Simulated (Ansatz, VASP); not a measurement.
Os: VASP beside Ansatz

```
Os
1.0
     2.74318    0.00000    0.00000
    -1.37159    2.37567    0.00000
     0.00000    0.00000    4.33405
Os
2
Direct
  0.33333 0.66667 0.25000
  0.66667 0.33333 0.75000
```

Change from the starting cell: volume scaled by 1.01.

Alike in both runs: task single point; functional PBEsol; k mesh 15 × 15 × 9; occupations fermi-dirac, width 0.05 eV; no spin polarisation.

|  | VASP | Ansatz |
| --- | --- | --- |
| version | VASP 6.6.1 | Ansatz 0.2.0 |
| potentials or method | VASP PAW PBE potentials, release 64 (Os), cutoff 520 eV | all-electron LAPW, scalar-relativistic |

Ansatz gave:

| Property | Result |
| --- | --- |
| pressure (GPa) | -6.9 |
| traceless stress, the component that is largest in VASP (GPa) | 0.11 |

Task: Which values does VASP return?

Result: Pressure (GPa): -6.6; traceless stress, the component that is largest in VASP (GPa): 0.07.

VASP's potentials were made for PBE, not for PBEsol. Ansatz ran all-electron here, and VASP with PAW potentials.

Neither program's run includes spin-orbit coupling.
